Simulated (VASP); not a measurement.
# Ga2O3 (Immm) in VASP: further runs, part 2 of 2

VASP 6.6.1. Earlier steps stand in the parts before.

### Step 3. Relaxation of cell and atoms, PBE

INCAR reads:

```
SYSTEM = Ga2O3
ALGO = Normal
EDIFF = 1E-6
EDIFFG = -0.01
ENCUT = 600
GGA = PE
IBRION = 2
ISIF = 3
ISMEAR = 0
LASPH = .TRUE.
LCHARG = .FALSE.
LREAL = .FALSE.
LWAVE = .FALSE.
NELM = 60
NSW = 100
PREC = Accurate
SIGMA = 0.02
```

KPOINTS reads:

```
k-points
0
G
  12 12 12
  0 0 0
```

POSCAR reads:

```
Ga2O3
1.0
   -1.4681776538      1.9653680720      4.6394336288
    1.4681776538     -1.9653680720      4.6394336288
    1.4681776538      1.9653680720     -4.6394336288
Ga O
2 3
Direct
    0.6543938291      0.6543938291      0.0000000000
    0.3456061709      0.3456061709      0.0000000000
    0.5000000000      0.0000000000      0.5000000000
    0.1988760114      0.6988760114      0.5000000000
    0.8011239886      0.3011239886      0.5000000000
```

Potentials or basis: VASP PAW PBE potentials, release 64 (Ga_d, O).

On the command line:

```
$ cat potpaw_PBE.64/Ga_d/POTCAR potpaw_PBE.64/O/POTCAR > POTCAR
$ mpirun -np 1 vasp_std > vasp.out
```

OUTCAR:

```text
SYSTEM = Ga2O3
   EDIFF = 1E-6
   EDIFFG = -0.01
   ENCUT = 600
   GGA = PE
   IBRION = 2
   ISIF = 3
   ISMEAR = 0
   LASPH = .TRUE.
   LREAL = .FALSE.
   NELM = 60
   NSW = 100
   PREC = Accurate

 ion  position               nearest neighbor table
   1  0.654  0.654  0.000-   5 2.00   5 2.00   4 2.01   4 2.01   3 2.05   3 2.05   2 2.87
   2  0.346  0.346  0.000-   4 2.00   4 2.00   5 2.01   5 2.01   3 2.05   3 2.05   1 2.87
   3  0.500  0.000  0.500-   1 2.05   2 2.05   1 2.05   2 2.05
   4  0.199  0.699  0.500-   2 2.00   2 2.00   1 2.01   1 2.01
   5  0.801  0.301  0.500-   1 2.00   1 2.00   2 2.01   2 2.01

  LATTYP: Found a body centered orthorhombic cell.
 ALAT       =     2.9363553076
 B/A-ratio  =     1.3386445890
 C/A-ratio  =     3.1599947164

  Lattice vectors:

 A1 = (  -1.4681776538,   1.9653680720,   4.6394336288)
 A2 = (   1.4681776538,  -1.9653680720,   4.6394336288)
 A3 = (   1.4681776538,   1.9653680720,  -4.6394336288)

Analysis of symmetry for initial positions (statically):
=====================================================================
 Subroutine PRICEL returns:
 Original cell was already a primitive cell.

 Routine SETGRP: Setting up the symmetry group for a
 body centered orthorhombic supercell.

 Subroutine GETGRP returns: Found  8 space group operations
 (whereof  8 operations were pure point group operations)
 out of a pool of  8 trial point group operations.

The static configuration has the point symmetry D_2h.

Analysis of symmetry for dynamics (positions and initial velocities):
=====================================================================
 Subroutine PRICEL returns:
 Original cell was already a primitive cell.

 Routine SETGRP: Setting up the symmetry group for a
 body centered orthorhombic supercell.

 Subroutine GETGRP returns: Found  8 space group operations
 (whereof  8 operations were pure point group operations)
[... 135 lines left out ...]
   AEXX    =    0.0000 exact exchange contribution
   IVDW    =     0    specifies the selected vdW correction
   LEPSILON=     F    determine dielectric tensor
   LRPA    =     F    only Hartree local field effects (RPA)
 conjugate gradient relaxation of ions
 non-spin polarized calculation
 Gauss-broadening in eV      SIGMA  =   0.02
  energy-cutoff  :      600.00
  volume of cell :       53.55
 maximum number of plane-waves:      1804
 NGX is ok and might be reduce to    42
   NGX = 21   NGY = 21   NGZ = 21

--------------------------------------- Ionic step        1  -------------------------------------------

 number of electron      43.9999992 magnetization

 Free energy of the ion-electron system (eV)
  ---------------------------------------------------
  ext. energy  EPLUGINS =         0.00000000
  ---------------------------------------------------
  free energy    TOTEN  =       -29.22613596 eV

  energy without entropy =      -29.22613596  energy(sigma->0) =      -29.22613596

------------------------ aborting loop because EDIFF is reached ----------------------------------------

  FORCE on cell =-STRESS in cart. coord.  units (eV):
  Direction    XX          YY          ZZ          XY          YZ          ZX
  --------------------------------------------------------------------------------------
  -------------------------------------------------------------------------------------
  Total        0.3886126      0.1409625      0.2818344      0.0000000      0.0000000      0.0000000
  in kB       11.6273304      4.2176116      8.4325153      0.0000000      0.0000000      0.0000000
  external PRESSURE =       8.0924858 kB  Pullay stress =       0.0000000 kB
[... 260 lines left out ...]
--------------------------------------- Ionic step        8  -------------------------------------------

 number of electron      43.9999994 magnetization

 Free energy of the ion-electron system (eV)
  ---------------------------------------------------
  ext. energy  EPLUGINS =         0.00000000
  ---------------------------------------------------
  free energy    TOTEN  =       -29.22699485 eV

  energy without entropy =      -29.22699485  energy(sigma->0) =      -29.22699485

 E-fermi :   3.4774     XC(G=0): -11.4240

 val. band max:        3.3913983373   @ k =  -0.1667  -0.1667   0.1667
 cond. band min:       5.4158221379   @ k =   0.0000   0.0000   0.0000
 fundamental gap:      2.0244238006
 Fermi energy:         3.4773669901

 k-point     1 :       0.0000    0.0000    0.0000
  band No.  band energies     occupation
      1     -15.3711      2.00000
      2     -13.4952      2.00000
      3     -13.3359      2.00000
      4      -9.4028      2.00000
      5      -9.3735      2.00000
      6      -9.3725      2.00000
[... 685 lines left out ...]
     25      12.4242      0.00000
     26      13.1352      0.00000

 [... further k-points ...]

------------------------ aborting loop because EDIFF is reached ----------------------------------------

  FORCE on cell =-STRESS in cart. coord.  units (eV):
  Direction    XX          YY          ZZ          XY          YZ          ZX
  --------------------------------------------------------------------------------------
  -------------------------------------------------------------------------------------
  Total       -0.0053818      0.0022972      0.0195533     -0.0000000      0.0000000      0.0000000
  in kB       -0.1604394      0.0684833      0.5829172     -0.0000000      0.0000000      0.0000000
  external PRESSURE =       0.1636537 kB  Pullay stress =       0.0000000 kB
[... 20 lines left out ...]
  FREE ENERGIE OF THE ION-ELECTRON SYSTEM (eV)
  ---------------------------------------------------
  free  energy   TOTEN  =       -29.2269948534 eV

  energy  without entropy=      -29.2269948534  energy(sigma->0) =      -29.22699485

 reached required accuracy - stopping structural energy minimisation
```

OSZICAR:

```text
N       E                     dE             d eps       ncg     rms          rms(c)
DAV:   1     0.474024896190E+03    0.47402E+03   -0.24897E+04 15630   0.335E+03
DAV:   2     0.273113698209E+02   -0.44671E+03   -0.43398E+03 16996   0.645E+02
[... 57 lines left out ...]
   7 F= -.29226973E+02 E0= -.29226973E+02  d E =-.836675E-04
       N       E                     dE             d eps       ncg     rms          rms(c)
DAV:   1    -0.292270504693E+02   -0.76988E-04   -0.82936E-03 17876   0.777E-01    0.543E-02
DAV:   2    -0.292270140721E+02    0.36397E-04   -0.33902E-04 19514   0.225E-01    0.280E-02
DAV:   3    -0.292269965968E+02    0.17475E-04   -0.47316E-05 25122   0.978E-02    0.851E-03
DAV:   4    -0.292269948294E+02    0.17674E-05   -0.79872E-06 18786   0.295E-02    0.202E-03
DAV:   5    -0.292269948534E+02   -0.23933E-07   -0.10751E-06  8522   0.123E-02
   8 F= -.29226995E+02 E0= -.29226995E+02  d E =-.219264E-04
```

CONTCAR:

```text
Ga2O3
   1.00000000000000
    -1.4720869405045027    1.9634593316673681    4.6484554122626180
     1.4720869405045027   -1.9634593316673681    4.6484554122626180
     1.4720869405045027    1.9634593316673681   -4.6484554122626180
  Ga              O
     2     3
Direct
     0.6541437956614037    0.6541437956614037    0.0000000000000000
     0.3458562043385963    0.3458562043385963    1.0000000000000000
     0.5000000000000000    0.0000000000000000    0.5000000000000000
     0.1987706847994266    0.6987706847994266    0.5000000000000000
     0.8012293152005734    0.3012293152005733    0.5000000000000000

  0.00000000E+00  0.00000000E+00  0.00000000E+00
  0.00000000E+00  0.00000000E+00  0.00000000E+00
  0.00000000E+00  0.00000000E+00  0.00000000E+00
  0.00000000E+00  0.00000000E+00  0.00000000E+00
  0.00000000E+00  0.00000000E+00  0.00000000E+00
```

Wall time 1.9 h (1 thread of Oxide Virtual Turin-like, shared host); peak memory 0.53 GiB.

Results:

```yaml
Free_energy: -29.2270 eV
Relaxed_volume: 10.75 Å³/atom
Relaxed_cell: a = 5.256 Å, b = 5.256 Å, c = 5.256 Å, α = 147.47°, β = 136.13°, γ = 55.66°
Space_group_after_relaxing_to_0.1_Å: Immm (No. 71)
Energy_gained_by_relaxing: 0.2 meV/atom
Ionic_steps: 8
Pressure_after_relaxing: 0.0 GPa
Band_gap_on_the_k_mesh: 2.02 eV
```

Step by step:
```csv
step,energy change (eV),largest force (eV/Å),pressure (GPa),volume (Å³)
1,0.0000,0.0496,0.81,53.55
2,-0.0002,0.0457,-0.84,53.97
3,-0.0008,0.0020,0.03,53.77
4,-0.0007,0.0057,-0.15,53.79
5,-0.0008,0.0039,-0.06,53.78
6,-0.0008,0.0105,-0.08,53.77
7,-0.0008,0.0175,-0.03,53.76
8,-0.0009,0.0010,0.02,53.74
```

Final structure:
```xyz
5
Lattice="-1.4721 1.9635 4.6485 1.4721 -1.9635 4.6485 1.4721 1.9635 -4.6485" Properties=species:S:1:pos:R:3 pbc="T T T"
Ga    0.0000    0.0000    6.0815
Ga    1.4721    1.9635   -1.4331
O     0.0000    1.9635    0.0000
O     1.4721    0.0000    1.8480
O     0.0000    1.9635    2.8005
```
